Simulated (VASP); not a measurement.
# GaN (F-43m) in VASP: single point with PBE

Aim: the single point of GaN with PBE.

Program: VASP 6.6.1. These are calculated values, not measurements. Logs are shortened: lines on timing, memory, paths and dates and some standing lists are left out, and cuts for length are marked.

### Step 1. The cell of the first run

It takes space group F-43m (No. 216, cubic). The conventional cell has a = 4.507 Å, b = 4.507 Å, c = 4.507 Å, α = 90.00°, β = 90.00°, γ = 90.00°. Within 2.6 Å of Ga (site symmetry -43m) lie 4 N at 1.95 Å. Within 2.6 Å of N (site symmetry -43m) lie 4 Ga at 1.95 Å.

### Step 2. Single point, PBE

The input, INCAR:

```
SYSTEM = GaN
ALGO = Normal ; EDIFF = 1E-6
ENCUT = 600 ; GGA = PE
GGA_COMPAT = .FALSE. ; ISIF = 2
ISMEAR = -1 ; LASPH = .TRUE.
LCHARG = .TRUE. ; LELF = .TRUE.
LREAL = .FALSE. ; LVHAR = .TRUE.
LWAVE = .FALSE. ; NBANDS = 16
NELM = 120 ; PREC = Accurate
SIGMA = 0.05
```

The input, KPOINTS:

```
k-points
0
G
  4 4 4
  0 0 0
```

The input, POSCAR:

```
GaN
1.0
    0.0000000000      2.2535006100      2.2535006100
    2.2535006100      0.0000000000      2.2535006100
    2.2535006100      2.2535006100      0.0000000000
Ga N
1 1
Direct
    0.0000000000      0.0000000000      0.0000000000
    0.7500000000      0.7500000000      0.7500000000
```

Potentials or basis: VASP PAW PBE potentials, release 64 (Ga_d, N).

Command:

```console
$ cat potpaw_PBE.64/Ga_d/POTCAR potpaw_PBE.64/N/POTCAR > POTCAR
$ mpirun -np 1 vasp_std > vasp.out
```

OUTCAR:

```text
SYSTEM = GaN
   EDIFF = 1E-6
   ENCUT = 600
   GGA = PE
   ISIF = 2
   ISMEAR = -1
   LASPH = .TRUE.
   LREAL = .FALSE.
   NELM = 120
   PREC = Accurate

 ion  position               nearest neighbor table
   1  0.000  0.000  0.000-   2 1.95   2 1.95   2 1.95   2 1.95
   2  0.750  0.750  0.750-   1 1.95   1 1.95   1 1.95   1 1.95

  LATTYP: Found a face centered cubic cell.
 ALAT       =     4.5070012200

  Lattice vectors:

 A1 = (   0.0000000000,   2.2535006100,   2.2535006100)
 A2 = (   2.2535006100,   0.0000000000,   2.2535006100)
 A3 = (   2.2535006100,   2.2535006100,   0.0000000000)

Analysis of symmetry for initial positions (statically):
=====================================================================
 Subroutine PRICEL returns:
 Original cell was already a primitive cell.

 Routine SETGRP: Setting up the symmetry group for a
 face centered cubic supercell.

 Subroutine GETGRP returns: Found 24 space group operations
 (whereof 24 operations were pure point group operations)
 out of a pool of 48 trial point group operations.

The static configuration has the point symmetry T_d .

Analysis of symmetry for dynamics (positions and initial velocities):
=====================================================================
 Subroutine PRICEL returns:
 Original cell was already a primitive cell.

 Routine SETGRP: Setting up the symmetry group for a
 face centered cubic supercell.

 Subroutine GETGRP returns: Found 24 space group operations
 (whereof 24 operations were pure point group operations)
 out of a pool of 48 trial point group operations.

The dynamic configuration has the point symmetry T_d .

 Subroutine INISYM returns: Found 24 space group operations
 (whereof 24 operations are pure point group operations),
 and found     1 'primitive' translations

----------------------------------------------------------------------------------------

                                     Primitive cell

  volume of cell :      22.8877

  direct lattice vectors                    reciprocal lattice vectors
     0.000000000  2.253500610  2.253500610    -0.221877020  0.221877020  0.221877020
     2.253500610  0.000000000  2.253500610     0.221877020 -0.221877020  0.221877020
     2.253500610  2.253500610  0.000000000     0.221877020  0.221877020 -0.221877020

  length of vectors
     3.186931125  3.186931125  3.186931125     0.384302272  0.384302272  0.384302272

  position of ions in fractional coordinates (direct lattice)
     0.000000000  0.000000000  0.000000000
     0.750000000  0.750000000  0.750000000

  ion indices of the primitive-cell ions
   primitive index   ion index
                 1           1
                 2           2

----------------------------------------------------------------------------------------

 KPOINTS: k-points

Automatic generation of k-mesh.
 Grid dimensions read from file:
 generate k-points for:    4    4    4

 Generating k-lattice:

  Cartesian coordinates                     Fractional coordinates (reciprocal lattice)
    -0.055469255  0.055469255  0.055469255     0.250000000  0.000000000  0.000000000
     0.055469255 -0.055469255  0.055469255     0.000000000  0.250000000  0.000000000
     0.055469255  0.055469255 -0.055469255     0.000000000  0.000000000  0.250000000

  Length of vectors
     0.096075568  0.096075568  0.096075568

  Shift w.r.t. Gamma in fractional coordinates (k-lattice)
     0.000000000  0.000000000  0.000000000

 Subroutine IBZKPT returns following result:
 ===========================================

 Found      8 irreducible k-points:

 Following reciprocal coordinates:
            Coordinates               Weight
  0.000000  0.000000  0.000000      1.000000
  0.250000  0.000000  0.000000      8.000000
  0.500000  0.000000  0.000000      4.000000
  0.250000  0.250000  0.000000      6.000000
  0.500000  0.250000  0.000000     24.000000
 -0.250000  0.250000  0.000000     12.000000
  0.500000  0.500000  0.000000      3.000000
 -0.250000  0.500000  0.250000      6.000000
   k-points           NKPTS =      8   k-points in BZ     NKDIM =      8   number of bands    NBANDS=     16
   number of dos      NEDOS =    301   number of ions     NIONS =      2
   total plane-waves  NPLWV =  21952
   dimension x,y,z NGX =    28 NGY =   28 NGZ =   28
   dimension x,y,z NGXF=    56 NGYF=   56 NGZF=   56
   ions per type =               1   1
   NGX,Y,Z   is equivalent  to a cutoff of  14.61, 14.61, 14.61 a.u.
   NGXF,Y,Z  is equivalent  to a cutoff of  29.21, 29.21, 29.21 a.u.
 SYSTEM =  GaN
   PREC   = accura    normal or accurate (medium, high low for compatibility)
   ISTART =      0    job   : 0-new  1-cont  2-samecut
   ICHARG =      2    charge: 1-file 2-atom 10-const
   ISPIN  =      1    spin polarized calculation?
   LNONCOLLINEAR =      F non collinear calculations
   LSORBIT =      F    spin-orbit coupling
   LASPH  =      T    aspherical Exc in radial PAW
   ENCUT  =  600.0 eV  44.10 Ry    6.64 a.u.   6.37  6.37  6.37*2*pi/ulx,y,z
   NELM   =    120;   NELMIN=  2; NELMDL= -5     # of ELM steps
   EDIFF  = 0.1E-05   stopping-criterion for ELM
   LREAL  =      F    real-space projection
   EDIFFG = 0.1E-04   stopping-criterion for IOM
   NSW    =      0    number of steps for IOM
   IBRION =     -1    ionic relax: 0-MD 1-quasi-New 2-CG
   NFREE  =      0    steps in history (QN), initial steepest desc. (CG)
   ISIF   =      2    stress and relaxation
   ISYM   =      2    0-nonsym 1-usesym 2-fastsym
   POTIM  = 0.5000    time-step for ionic-motion
   TEBEG  =    0.0;   TEEND  =   0.0 temperature during run
   PSTRESS=    0.0 pullay stress
   NELECT =      18.0000    total number of electrons
   NUPDOWN=      -1.0000    fix difference up-down
   EMIN   =  10.00;   EMAX   =-10.00  energy-range for DOS
   EFERMI =   0.00;   METHOD = LEGACY
   ISMEAR =    -1;   SIGMA  =   0.05  broadening in eV -4-tet -1-fermi 0-gaus
   EFERMI_NEDOS =   21; number of points for ismear=-14 and -15
   IALGO  =     38    algorithm
   IMIX   =      4    mixing-type and parameters
     AMIX     =   0.40;   BMIX     =  1.00
     AMIX_MAG =   1.60;   BMIX_MAG =  1.00
  volume/ion in A,a.u.               =      11.44        77.23
  Fermi-wavevector in a.u.,A,eV,Ry     =   1.511117  2.855596 31.068543  2.283473
  Thomas-Fermi vector in A             =   2.621216
   LORBIT       =      0    0 simple, 1 ext, 2 COOP (PROOUT), +10 PAW based schemes
   GGA     = PE    functional components
   LHFCALC =     F    Hartree Fock is set to
   AEXX    =    0.0000 exact exchange contribution
   IVDW    =     0    specifies the selected vdW correction
   LEPSILON=     F    determine dielectric tensor
   LRPA    =     F    only Hartree local field effects (RPA)
 non-spin polarized calculation
  energy-cutoff  :      600.00
  volume of cell :       22.89
 maximum number of plane-waves:       778
 NGX is ok and might be reduce to    28
   NGX = 13   NGY = 13   NGZ = 13

 number of electron      18.0000005 magnetization

 Free energy of the ion-electron system (eV)
  ---------------------------------------------------
  ext. energy  EPLUGINS =         0.00000000
  ---------------------------------------------------
  free energy    TOTEN  =       -12.08113252 eV

  energy without entropy =      -12.08113251  energy(sigma->0) =      -12.08113251

 E-fermi :   6.2090     XC(G=0): -11.6561

 val. band max:        5.3290050664   @ k =   0.0000   0.0000   0.0000
 cond. band min:       7.0335327480   @ k =   0.0000   0.0000   0.0000
 fundamental gap:      1.7045276817
 Fermi energy:         6.2090071253

 k-point     1 :       0.0000    0.0000    0.0000
  band No.  band energies     occupation
      1     -10.6184      2.00000
      2      -8.1610      2.00000
      3      -8.1610      2.00000
      4      -8.1610      2.00000
      5      -7.8431      2.00000
      6      -7.8431      2.00000
      7       5.3290      2.00000
      8       5.3290      2.00000
      9       5.3290      2.00000
     10       7.0335      0.00000
     11      15.5877      0.00000
     12      15.5877      0.00000
     13      15.5877      0.00000
     14      22.9003      0.00000
     15      24.1431      0.00000
     16      24.1431      0.00000

 k-point     2 :       0.2500    0.0000    0.0000
  band No.  band energies     occupation
      1     -10.0766      2.00000
      2      -8.1002      2.00000
      3      -8.1002      2.00000
      4      -7.8382      2.00000
      5      -7.8382      2.00000
      6      -7.7922      2.00000
      7       1.4580      2.00000
      8       4.8061      2.00000
      9       4.8061      2.00000
     10       9.3720      0.00000
     11      14.0851      0.00000
     12      16.0501      0.00000
     13      16.0501      0.00000
     14      21.3133      0.00000
     15      22.1611      0.00000
     16      22.1611      0.00000

 k-point     3 :       0.5000    0.0000    0.0000
  band No.  band energies     occupation
      1      -9.7181      2.00000
      2      -8.0739      2.00000
      3      -8.0739      2.00000
      4      -7.7959      2.00000
      5      -7.7959      2.00000
      6      -6.5811      2.00000
      7      -1.7337      2.00000
      8       4.3568      2.00000
      9       4.3568      2.00000
     10       9.9386      0.00000
     11      14.0449      0.00000
     12      15.6537      0.00000
     13      15.6537      0.00000
     14      20.9300      0.00000
     15      24.9600      0.00000
     16      24.9600      0.00000

 k-point     4 :       0.2500    0.2500    0.0000
  band No.  band energies     occupation
      1      -9.9221      2.00000
      2      -8.0192      2.00000
      3      -8.0192      2.00000
      4      -7.9965      2.00000
      5      -7.8047      2.00000
      6      -7.6532      2.00000
      7       1.8887      2.00000
      8       3.8351      2.00000
      9       3.8351      2.00000
     10       9.8849      0.00000
     11      12.6882      0.00000
     12      16.9269      0.00000
     13      17.2880      0.00000
     14      17.2880      0.00000
     15      26.6854      0.00000
     16      27.5637      0.00000

 k-point     5 :       0.5000    0.2500    0.0000
  band No.  band energies     occupation
      1      -9.6157      2.00000
      2      -8.0458      2.00000
      3      -7.9618      2.00000
      4      -7.9102      2.00000
      5      -7.7892      2.00000
      6      -6.4170      2.00000
      7      -0.6388      2.00000
      8       2.2075      2.00000
      9       3.4137      2.00000
     10      10.6830      0.00000
     11      12.9757      0.00000
     12      15.6649      0.00000
     13      17.4902      0.00000
     14      19.6404      0.00000
     15      26.4978      0.00000
     16      26.9461      0.00000

 k-point     6 :      -0.2500    0.2500    0.0000
  band No.  band energies     occupation
      1      -9.6977      2.00000
      2      -8.0629      2.00000
      3      -8.0129      2.00000
      4      -7.8573      2.00000
      5      -7.8526      2.00000
      6      -6.8341      2.00000
      7      -0.0088      2.00000
      8       2.0498      2.00000
      9       4.2964      2.00000
     10      11.7727      0.00000
     11      12.8179      0.00000
     12      14.8205      0.00000
     13      16.7572      0.00000
     14      21.6419      0.00000
     15      22.6465      0.00000
     16      26.8356      0.00000

 k-point     7 :       0.5000    0.5000    0.0000
  band No.  band energies     occupation
      1      -9.5504      2.00000
      2      -8.0772      2.00000
      3      -7.8581      2.00000
      4      -7.8581      2.00000
      5      -7.7663      2.00000
      6      -6.1508      2.00000
      7      -0.8191      2.00000
      8       2.6161      2.00000
      9       2.6161      2.00000
     10       8.6426      0.00000
     11      11.9581      0.00000
     12      17.0291      0.00000
     13      19.2695      0.00000
     14      19.2695      0.00000
     15      27.0665      0.00000
     16      29.9060      0.00000

 k-point     8 :      -0.2500    0.5000    0.2500
  band No.  band energies     occupation
      1      -9.5476      2.00000
      2      -8.0135      2.00000
      3      -7.9880      2.00000
      4      -7.8341      2.00000
      5      -7.8323      2.00000
      6      -5.8639      2.00000
      7      -0.3910      2.00000
      8       1.6226      2.00000
      9       1.6723      2.00000
     10      11.5282      0.00000
     11      13.6925      0.00000
     12      15.5639      0.00000
     13      16.4402      0.00000
     14      20.5545      0.00000
     15      24.6541      0.00000
     16      28.9530      0.00000

------------------------ aborting loop because EDIFF is reached ----------------------------------------

  FORCE on cell =-STRESS in cart. coord.  units (eV):
  Direction    XX          YY          ZZ          XY          YZ          ZX
  --------------------------------------------------------------------------------------
  -------------------------------------------------------------------------------------
  Total        0.6955376      0.6955376      0.6955376      0.0000000      0.0000000      0.0000000
  in kB       48.6886980     48.6886980     48.6886980      0.0000000      0.0000000      0.0000000
  external PRESSURE =      48.6886980 kB  Pullay stress =       0.0000000 kB

 VOLUME and BASIS-vectors are now :
 -----------------------------------------------------------------------------
  energy-cutoff  :      600.00
  volume of cell :       22.89
      direct lattice vectors                 reciprocal lattice vectors
     0.000000000  2.253500610  2.253500610    -0.221877020  0.221877020  0.221877020
     2.253500610  0.000000000  2.253500610     0.221877020 -0.221877020  0.221877020
     2.253500610  2.253500610  0.000000000     0.221877020  0.221877020 -0.221877020

 POSITION                                       TOTAL-FORCE (eV/Angst)
 -----------------------------------------------------------------------------------
      0.00000      0.00000      0.00000         0.000000      0.000000      0.000000
      3.38025      3.38025      3.38025        -0.000000     -0.000000     -0.000000
 -----------------------------------------------------------------------------------
    total drift:                               -0.000000     -0.000000     -0.000000

  FREE ENERGIE OF THE ION-ELECTRON SYSTEM (eV)
  ---------------------------------------------------
  free  energy   TOTEN  =       -12.0811325165 eV

  energy  without entropy=      -12.0811325127  energy(sigma->0) =      -12.08113251
```

Run time: 15 s. Hardware: 1 thread of Intel Xeon 8259CL, shared host; peak memory 0.15 GiB.

What came out:

```
Free energy            : -12.0811 eV
Pressure               : 4.9 GPa
Band gap on the k mesh : 1.70 eV, direct
```

Caveat: the k points lie up to 0.60 Å⁻¹ apart.
